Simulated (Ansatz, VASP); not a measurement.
**One calculation of NaHf3NbBi3, two programs**

The input INCAR:

```
PREC = Accurate
ENCUT = 500
EDIFF = 1E-7
ISMEAR = 0
SIGMA = 0.2
LREAL = False
LASPH = True
NELM = 120
ALGO = Normal
ISIF = 3
LWAVE = False
LCHARG = False
GGA = PE
IBRION = 2
NSW = 36
EDIFFG = -0.08
GGA_COMPAT = False
NELMIN = 4
```

The input KPOINTS:

```
Automatic mesh
0
Gamma
  3 3 3
```

File POSCAR:

```
NaHf3NbBi3
1.0
    5.9078441100      0.0000000000      0.0000000000
    0.0000000000      5.9078441100      0.0000000000
    0.0000000000      0.0000000000      5.9078441100
Na Hf Nb Bi
1 3 1 3
Direct
    0.5000000000      0.5000000000      0.5000000000
    0.5000000000      0.0000000000      0.0000000000
    0.0000000000      0.5000000000      0.0000000000
    0.0000000000      0.0000000000      0.5000000000
    0.0000000000      0.0000000000      0.0000000000
    0.0000000000      0.5000000000      0.5000000000
    0.5000000000      0.0000000000      0.5000000000
    0.5000000000      0.5000000000      0.0000000000
```

Input for Ansatz:

```yaml
crystal:
  lattice:
    - [5.90784411, 0.0, 0.0]
    - [0.0, 5.90784411, 0.0]
    - [0.0, 0.0, 5.90784411]
  atoms:
    - { symbol: Na, position: [0.5, 0.5, 0.5] }
    - { symbol: Hf, position: [0.5, 0.0, 0.0] }
    - { symbol: Hf, position: [0.0, 0.5, 0.0] }
    - { symbol: Hf, position: [0.0, 0.0, 0.5] }
    - { symbol: Nb, position: [0.0, 0.0, 0.0] }
    - { symbol: Bi, position: [0.0, 0.5, 0.5] }
    - { symbol: Bi, position: [0.5, 0.0, 0.5] }
    - { symbol: Bi, position: [0.5, 0.5, 0.0] }
basis:
  ecutwfc: 420
kpoints:
  mp_grid: { grid: [3, 3, 3] }
hamiltonian:
  xc: pbe
scf:
  occupations: { method: gaussian, width: 0.2 }
  lower_state_search: "off"
output:
  forces: true
  stress: true
  eigenvalues: true
relax:
  adjacent_minimum: "off"
  f_tol: 0.08
  max_steps: 16
  cell: { stress_tol: 0.8 }
```

Alike in both runs: task relaxation of cell and atoms; functional PBE; k mesh 3 × 3 × 3; occupations gaussian, width 0.2 eV; no spin polarisation.

```csv
,VASP,Ansatz
version,VASP 6.6.1,Ansatz 0.2.0
potentials or method,"VASP PAW PBE potentials, release 64 (Na_pv, Hf_pv, Nb_sv, Bi_d), cutoff 500 eV","scalar-relativistic, plane waves, PAW"
valence electrons in the cell,95,145
```

```tsv
	VASP	Ansatz	Ansatz less VASP
gap on the k mesh at the Fermi level, each at its own relaxed structure (eV)	none	none	-
relaxed volume (Å³/atom)	26.28	26.42	+0.134
relaxed cell length with the largest relative difference (Å)	5.946	5.957	+0.0101
```

A gap of «none» marks a metal or a gap that the smearing closes. VASP's potentials hold 95 valence electrons a cell and Ansatz's 145, so a difference there can come from the potentials and not from the codes.

Spin-orbit coupling is off throughout.
